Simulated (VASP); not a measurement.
# SiC (P6_3mc) in VASP: relaxation of the atoms with PBE

Aim: the relaxation of the atoms of SiC with PBE.

Program: VASP 6.6.1. These are calculated values, not measurements. Logs are shortened: lines on timing, memory, paths and dates and some standing lists are left out, and cuts for length are marked.

## Step 1: The cell of the first run

It takes space group P6_3mc (No. 186, hexagonal). The conventional cell has a = 3.079 Å, b = 3.079 Å, c = 20.146 Å, α = 90.00°, β = 90.00°, γ = 120.00°. Within 2.5 Å of Si (site symmetry 3m) lie 4 C at 1.88 to 1.89 Å. Within 2.5 Å of Si (site symmetry 3m) lie 4 C at 1.88 to 1.89 Å. Si (site symmetry 3m) has 4 C at 1.88 to 1.89 Å within 2.5 Å. Within 2.5 Å of Si (site symmetry 3m) lie 4 C at 1.88 to 1.89 Å. Within 2.5 Å of C (site symmetry 3m) lie 4 Si at 1.88 to 1.89 Å. Within 2.5 Å of C (site symmetry 3m) lie 4 Si at 1.88 to 1.89 Å. Within 2.5 Å of C (site symmetry 3m) lie 4 Si at 1.88 to 1.89 Å. C (site symmetry 3m) has 4 Si at 1.88 to 1.89 Å within 2.5 Å.

## Step 2: Relaxation of the atoms, PBE

The input, INCAR:

```
PREC     = Accurate       # precision mode
ENCUT    = 520            # plane-wave cutoff, eV
EDIFF    = 1E-6           # SCF threshold, eV
ISMEAR   = -1             # smearing method
SIGMA    = 0.02           # smearing width, eV
LREAL    = Auto         
LASPH    = T              # aspherical terms in the spheres
NELM     = 80             # most SCF steps
ALGO     = Normal         # electronic algorithm
ISIF     = 2              # what is computed and relaxed
LWAVE    = F              # write WAVECAR
LCHARG   = F              # write CHGCAR
GGA      = PE             # functional
IBRION   = 2              # ionic algorithm
NSW      = 80             # ionic steps
EDIFFG   = -0.02          # ionic threshold
KPAR     = 4
```

The input, KPOINTS:

```
regular mesh
0
Gamma
  10 10 2
```

The input, POSCAR:

```
SiC
1.0
    3.0790000000      0.0000000000      0.0000000000
   -1.5395000000      2.6664922183      0.0000000000
    0.0000000000      0.0000000000     20.1460000000
Si C
8 8
Direct
    0.3333333333      0.6666666667      0.2500000000
    0.6666666667      0.3333333333      0.7500000000
    0.3333333333      0.6666666667      0.6250000000
    0.6666666667      0.3333333333      0.1250000000
    0.0000000000      0.0000000000      0.0000000000
    0.0000000000      0.0000000000      0.5000000000
    0.3333333333      0.6666666667      0.8750000000
    0.6666666667      0.3333333333      0.3750000000
    0.3333333333      0.6666666667      0.9690000000
    0.6666666667      0.3333333333      0.4690000000
    0.0000000000      0.0000000000      0.0940000000
    0.0000000000      0.0000000000      0.5940000000
    0.3333333333      0.6666666667      0.3440000000
    0.6666666667      0.3333333333      0.8440000000
    0.3333333333      0.6666666667      0.7190000000
    0.6666666667      0.3333333333      0.2190000000
```

Potentials or basis: VASP PAW PBE potentials, release 64 (Si, C).

Run with:

```sh
> cat potpaw_PBE.64/Si/POTCAR potpaw_PBE.64/C/POTCAR > POTCAR
> mpirun -np 4 vasp_std > vasp.out
```

OUTCAR:

```text
PREC = Accurate
   ENCUT = 520
   EDIFF = 1E-6
   ISMEAR = -1
   LREAL = Auto
   LASPH = T
   NELM = 80
   ISIF = 2
   GGA = PE
   IBRION = 2
   NSW = 80
   EDIFFG = -0.02

 ion  position               nearest neighbor table
   1  0.333  0.667  0.250-  16 1.88  16 1.88  16 1.88  13 1.89   8 3.08   4 3.08   4 3.08   8 3.08
                             8 3.08   4 3.08
   2  0.667  0.333  0.750-  15 1.88  15 1.88  15 1.88  14 1.89   3 3.08   7 3.08   7 3.08   3 3.08
                             7 3.08   3 3.08
   3  0.333  0.667  0.625-  12 1.88  12 1.88  12 1.88  15 1.89   6 3.08   2 3.08   2 3.08   6 3.08
                             6 3.08   2 3.08
   4  0.667  0.333  0.125-  11 1.88  11 1.88  11 1.88  16 1.89   5 3.08   1 3.08   1 3.08   5 3.08
                             5 3.08   1 3.08
   5  0.000  0.000  0.000-   9 1.88   9 1.88   9 1.88  11 1.89   7 3.08   4 3.08   7 3.08   4 3.08
                             7 3.08   4 3.08
   6  0.000  0.000  0.500-  10 1.88  10 1.88  10 1.88  12 1.89   8 3.08   3 3.08   8 3.08   3 3.08
                             3 3.08   8 3.08
   7  0.333  0.667  0.875-  14 1.88  14 1.88  14 1.88   9 1.89   2 3.08   5 3.08   2 3.08   5 3.08
                             5 3.08   2 3.08
   8  0.667  0.333  0.375-  13 1.88  13 1.88  13 1.88  10 1.89   6 3.08   1 3.08   1 3.08   6 3.08
                             6 3.08   1 3.08
   9  0.333  0.667  0.969-   5 1.88   5 1.88   5 1.88   7 1.89
  10  0.667  0.333  0.469-   6 1.88   6 1.88   6 1.88   8 1.89
  11  0.000  0.000  0.094-   4 1.88   4 1.88   4 1.88   5 1.89
  12  0.000  0.000  0.594-   3 1.88   3 1.88   3 1.88   6 1.89
  13  0.333  0.667  0.344-   8 1.88   8 1.88   8 1.88   1 1.89
  14  0.667  0.333  0.844-   7 1.88   7 1.88   7 1.88   2 1.89
  15  0.333  0.667  0.719-   2 1.88   2 1.88   2 1.88   3 1.89
  16  0.667  0.333  0.219-   1 1.88   1 1.88   1 1.88   4 1.89

  LATTYP: Found a hexagonal cell.
 ALAT       =     3.0790000000
 C/A-ratio  =     6.5430334524

  Lattice vectors:

 A1 = (   3.0790000000,   0.0000000000,   0.0000000000)
 A2 = (  -1.5395000000,   2.6664922183,   0.0000000000)
 A3 = (   0.0000000000,   0.0000000000,  20.1460000000)

Analysis of symmetry for initial positions (statically):
=====================================================================
 Subroutine PRICEL returns:
 Original cell was already a primitive cell.

 Routine SETGRP: Setting up the symmetry group for a
 hexagonal supercell.

 Subroutine GETGRP returns: Found 12 space group operations
 (whereof  6 operations were pure point group operations)
 out of a pool of 24 trial point group operations.

The static configuration has the point symmetry C_3v.
 The point group associated with its full space group is C_6v.

Analysis of symmetry for dynamics (positions and initial velocities):
=====================================================================
 Subroutine PRICEL returns:
 Original cell was already a primitive cell.

 Routine SETGRP: Setting up the symmetry group for a
 hexagonal supercell.

 Subroutine GETGRP returns: Found 12 space group operations
 (whereof  6 operations were pure point group operations)
 out of a pool of 24 trial point group operations.

The dynamic configuration has the point symmetry C_3v.
 The point group associated with its full space group is C_6v.

 Subroutine INISYM returns: Found 12 space group operations
 (whereof  6 operations are pure point group operations),
 and found     1 'primitive' translations

----------------------------------------------------------------------------------------

                                     Primitive cell

  volume of cell :     165.4013

  direct lattice vectors                    reciprocal lattice vectors
     3.079000000  0.000000000  0.000000000     0.324780773  0.187512267  0.000000000
    -1.539500000  2.666492218  0.000000000     0.000000000  0.375024533  0.000000000
     0.000000000  0.000000000 20.146000000     0.000000000  0.000000000  0.049637645

  length of vectors
     3.079000000  3.079000000 20.146000000     0.375024533  0.375024533  0.049637645

  position of ions in fractional coordinates (direct lattice)
     0.333333333  0.666666667  0.250000000
     0.666666667  0.333333333  0.750000000
     0.333333333  0.666666667  0.625000000
     0.666666667  0.333333333  0.125000000
     0.000000000  0.000000000  0.000000000
     0.000000000  0.000000000  0.500000000
[... 8 lines left out ...]
     0.333333333  0.666666667  0.719000000
     0.666666667  0.333333333  0.219000000

  ion indices of the primitive-cell ions
   primitive index   ion index
                 1           1
                 2           2
                 3           3
                 4           4
                 5           5
                 6           6
[... 8 lines left out ...]
                15          15
                16          16

----------------------------------------------------------------------------------------

 KPOINTS: regular mesh

Automatic generation of k-mesh.
 Grid dimensions read from file:
 generate k-points for:   10   10    2

 Generating k-lattice:

  Cartesian coordinates                     Fractional coordinates (reciprocal lattice)
     0.032478077  0.018751227  0.000000000     0.100000000 -0.000000000  0.000000000
     0.000000000  0.037502453  0.000000000     0.000000000  0.100000000  0.000000000
     0.000000000  0.000000000  0.024818823     0.000000000  0.000000000  0.500000000

  Length of vectors
     0.037502453  0.037502453  0.024818823

  Shift w.r.t. Gamma in fractional coordinates (k-lattice)
     0.000000000  0.000000000  0.000000000

 Subroutine IBZKPT returns following result:
 ===========================================

 Found     28 irreducible k-points:

 Following reciprocal coordinates:
            Coordinates               Weight
  0.000000  0.000000  0.000000      1.000000
  0.100000  0.000000  0.000000      6.000000
  0.200000  0.000000  0.000000      6.000000
  0.300000  0.000000  0.000000      6.000000
  0.400000  0.000000  0.000000      6.000000
  0.500000  0.000000  0.000000      3.000000
[... 16 lines left out ...]
  0.300000  0.100000  0.500000     12.000000
  0.400000  0.100000  0.500000     12.000000
 [... further k-points ...]
   k-points           NKPTS =     28   k-points in BZ     NKDIM =     28   number of bands    NBANDS=     41
   number of dos      NEDOS =    301   number of ions     NIONS =     16
   total plane-waves  NPLWV =  86400
   dimension x,y,z NGX =    24 NGY =   24 NGZ =  150
   dimension x,y,z NGXF=    48 NGYF=   48 NGZF=  300
   ions per type =               8   8
   NGX,Y,Z   is equivalent  to a cutoff of  12.96, 12.96, 12.38 a.u.
   NGXF,Y,Z  is equivalent  to a cutoff of  25.92, 25.92, 24.76 a.u.
 SYSTEM =  unknown system
   PREC   = accura    normal or accurate (medium, high low for compatibility)
   ISTART =      0    job   : 0-new  1-cont  2-samecut
   ICHARG =      2    charge: 1-file 2-atom 10-const
   ISPIN  =      1    spin polarized calculation?
   LNONCOLLINEAR =      F non collinear calculations
   LSORBIT =      F    spin-orbit coupling
   LASPH  =      T    aspherical Exc in radial PAW
   ENCUT  =  520.0 eV  38.22 Ry    6.18 a.u.   5.72  5.72 37.46*2*pi/ulx,y,z
   NELM   =     80;   NELMIN=  2; NELMDL= -5     # of ELM steps
   EDIFF  = 0.1E-05   stopping-criterion for ELM
   LREAL  =      T    real-space projection
   EDIFFG = -.2E-01   stopping-criterion for IOM
   NSW    =     80    number of steps for IOM
   IBRION =      2    ionic relax: 0-MD 1-quasi-New 2-CG
   NFREE  =      1    steps in history (QN), initial steepest desc. (CG)
   ISIF   =      2    stress and relaxation
   ISYM   =      2    0-nonsym 1-usesym 2-fastsym
   POTIM  = 0.5000    time-step for ionic-motion
   TEBEG  =    0.0;   TEEND  =   0.0 temperature during run
   PSTRESS=    0.0 pullay stress
   NELECT =      64.0000    total number of electrons
   NUPDOWN=      -1.0000    fix difference up-down
   EMIN   =  10.00;   EMAX   =-10.00  energy-range for DOS
   EFERMI =   0.00;   METHOD = LEGACY
   ISMEAR =    -1;   SIGMA  =   0.02  broadening in eV -4-tet -1-fermi 0-gaus
   EFERMI_NEDOS =   21; number of points for ismear=-14 and -15
   IALGO  =     38    algorithm
   IMIX   =      4    mixing-type and parameters
     AMIX     =   0.40;   BMIX     =  1.00
     AMIX_MAG =   1.60;   BMIX_MAG =  1.00
  volume/ion in A,a.u.               =      10.34        69.76
  Fermi-wavevector in a.u.,A,eV,Ry     =   1.192949  2.254347 19.362823  1.423127
  Thomas-Fermi vector in A             =   2.328975
   LORBIT       =      0    0 simple, 1 ext, 2 COOP (PROOUT), +10 PAW based schemes
   GGA     = PE    functional components
   LHFCALC =     F    Hartree Fock is set to
   AEXX    =    0.0000 exact exchange contribution
   IVDW    =     0    specifies the selected vdW correction
   LEPSILON=     F    determine dielectric tensor
   LRPA    =     F    only Hartree local field effects (RPA)
 conjugate gradient relaxation of ions
 non-spin polarized calculation
  energy-cutoff  :      520.00
  volume of cell :      165.40
 maximum number of plane-waves:      4492
 NGX is ok and might be reduce to    24
   NGX = 11   NGY = 11   NGZ = 75

--------------------------------------- Ionic step        1  -------------------------------------------

 number of electron      63.9999999 magnetization

 Free energy of the ion-electron system (eV)
  ---------------------------------------------------
  ext. energy  EPLUGINS =         0.00000000
  ---------------------------------------------------
  free energy    TOTEN  =      -120.47394743 eV

  energy without entropy =     -120.47394743  energy(sigma->0) =     -120.47394743

------------------------ aborting loop because EDIFF is reached ----------------------------------------

  FORCE on cell =-STRESS in cart. coord.  units (eV):
  Direction    XX          YY          ZZ          XY          YZ          ZX
  --------------------------------------------------------------------------------------
  -------------------------------------------------------------------------------------
  Total        3.7250988      3.7250988      2.9525596      0.0000000      0.0000000     -0.0000000
  in kB       36.0835737     36.0835737     28.6002887      0.0000000      0.0000000     -0.0000000
  external PRESSURE =      33.5891454 kB  Pullay stress =       0.0000000 kB
[... 135 lines left out ...]
  energy  without entropy=     -120.4756093471  energy(sigma->0) =     -120.47560935

--------------------------------------- Ionic step        4  -------------------------------------------

 number of electron      63.9999998 magnetization

 Free energy of the ion-electron system (eV)
  ---------------------------------------------------
  ext. energy  EPLUGINS =         0.00000000
  ---------------------------------------------------
  free energy    TOTEN  =      -120.47571519 eV

  energy without entropy =     -120.47571519  energy(sigma->0) =     -120.47571519

 E-fermi :   8.5530     XC(G=0): -11.3585

 val. band max:        8.1533742726   @ k =   0.0000   0.0000   0.0000
 cond. band min:       9.9203480157   @ k =   0.5000   0.0000   0.0000
 fundamental gap:      1.7669737432
 Fermi energy:         8.5529904274

 k-point     1 :       0.0000    0.0000    0.0000
  band No.  band energies     occupation
      1      -7.2997      2.00000
      2      -7.0150      2.00000
      3      -6.9743      2.00000
      4      -6.1127      2.00000
      5      -6.0945      2.00000
      6      -4.7637      2.00000
[... 1045 lines left out ...]
     40      13.4168      0.00000
     41      13.9361      0.00000

 [... further k-points ...]

------------------------ aborting loop because EDIFF is reached ----------------------------------------

  FORCE on cell =-STRESS in cart. coord.  units (eV):
  Direction    XX          YY          ZZ          XY          YZ          ZX
  --------------------------------------------------------------------------------------
  -------------------------------------------------------------------------------------
  Total        3.5826624      3.5826624      3.2805843      0.0000000      0.0000000     -0.0000000
  in kB       34.7038475     34.7038475     31.7777350      0.0000000      0.0000000     -0.0000000
  external PRESSURE =      33.7284767 kB  Pullay stress =       0.0000000 kB
[... 31 lines left out ...]
  FREE ENERGIE OF THE ION-ELECTRON SYSTEM (eV)
  ---------------------------------------------------
  free  energy   TOTEN  =      -120.4757151937 eV

  energy  without entropy=     -120.4757151937  energy(sigma->0) =     -120.47571519

 reached required accuracy - stopping structural energy minimisation
```

It took 4.7 min on 4 MPI ranks of Oxide Virtual Turin-like, shared host; peak memory 0.33 GiB.

Results:

- Free energy: -120.4757 eV
- Energy gained by relaxing: 0.1 meV/atom
- Ionic steps: 4
- Pressure after relaxing: 3.4 GPa
- Largest force after relaxing: 0.017 eV/Å
- Band gap on the k mesh: 1.77 eV (least direct gap 2.86 eV)

Forces on the atoms (eV/Å):
```
Si   0.000  0.000 -0.005
Si   0.000  0.000 -0.005
Si   0.000  0.000 -0.003
Si   0.000  0.000 -0.003
Si   0.000  0.000  0.002
Si   0.000  0.000  0.002
Si   0.000  0.000 -0.004
Si   0.000  0.000 -0.004
C    0.000  0.000  0.015
C    0.000  0.000  0.015
C    0.000  0.000 -0.017
C    0.000  0.000 -0.017
C    0.000  0.000  0.010
C    0.000  0.000  0.010
C    0.000  0.000  0.002
C    0.000  0.000  0.002
```

Stress tensor (GPa, compression positive):
```
3.47 0.00 0.00
0.00 3.47 0.00
0.00 0.00 3.18
```

The path:
```tsv
step	energy change (eV)	largest force (eV/Å)	pressure (GPa)
1	0.0000	0.1485	3.36
2	-0.0008	0.0957	3.38
3	-0.0017	0.0283	3.36
4	-0.0018	0.0173	3.37
```

Final structure:
```yaml
crystal:
  lattice:
    - [3.07900, 0.00000, 0.00000]
    - [-1.53950, 2.66649, 0.00000]
    - [0.00000, 0.00000, 20.14600]
  atoms:
    - { symbol: Si, position: [0.33333, 0.66667, 0.25011] }
    - { symbol: Si, position: [0.66667, 0.33333, 0.75011] }
    - { symbol: Si, position: [0.33333, 0.66667, 0.62504] }
    - { symbol: Si, position: [0.66667, 0.33333, 0.12504] }
    - { symbol: Si, position: [0.00000, 0.00000, 0.00010] }
    - { symbol: Si, position: [0.00000, 0.00000, 0.50010] }
    - { symbol: Si, position: [0.33333, 0.66667, 0.87516] }
    - { symbol: Si, position: [0.66667, 0.33333, 0.37516] }
    - { symbol: C, position: [0.33333, 0.66667, 0.96888] }
    - { symbol: C, position: [0.66667, 0.33333, 0.46888] }
    - { symbol: C, position: [0.00000, 0.00000, 0.09391] }
    - { symbol: C, position: [0.00000, 0.00000, 0.59391] }
    - { symbol: C, position: [0.33333, 0.66667, 0.34406] }
    - { symbol: C, position: [0.66667, 0.33333, 0.84406] }
    - { symbol: C, position: [0.33333, 0.66667, 0.71875] }
    - { symbol: C, position: [0.66667, 0.33333, 0.21875] }
```
